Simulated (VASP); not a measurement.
Set up this calculation in VASP 6.6.1, as the native input.

```
Task                   : relaxation of shape and atoms at fixed volume
Functional             : PBE
Potentials or basis    : VASP PAW PBE potentials, release 64 (Ir)
Cutoff                 : 600 eV
k mesh                 : 16 × 16 × 15
Occupations            : fermi-dirac, width 0.05 eV
Spin                   : no spin polarisation
Dipole correction      : no
Further INCAR settings : ALGO = Normal; EDIFF = 1e-06; IBRION = 2; EDIFFG = -0.005; NSW = 50; ISIF = 4
```

The structure of Ir lies in POSCAR:

```
Ir
1.0
    2.3367455132      0.0000000000      0.0000000000
   -1.1683727566      2.0236809766      0.0000000000
    0.0000000000      0.0000000000      2.2840240444
Ir
1
Direct
    0.0000000000      0.0000000000      0.0000000000
```

The input as run:

INCAR

```
SYSTEM = Ir
ALGO = Normal
EDIFF = 1E-6
EDIFFG = -0.005
ENCUT = 600
GGA = PE
IBRION = 2
ISIF = 4
ISMEAR = -1
LASPH = .TRUE.
LCHARG = .FALSE.
LREAL = .FALSE.
LWAVE = .FALSE.
NELM = 80
NSW = 50
PREC = Accurate
SIGMA = 0.05
```

KPOINTS

```
k-points
0
G
  16 16 15
  0 0 0
```

Potentials or basis: VASP PAW PBE potentials, release 64 (Ir).

Launch:

```bash
$ cat potpaw_PBE.64/Ir/POTCAR > POTCAR
$ mpirun -np 1 vasp_std > vasp.out
```

Results of the run:

```
Energy gained by relaxing : 32.7 meV/atom
Ionic steps               : 17
Pressure after relaxing   : 280.9 GPa
```

It took 81 s on 1 thread of Intel(R) Xeon(R) 6975P-C (Granite Rapids), with other jobs on the host, peak memory 0.14 GiB.
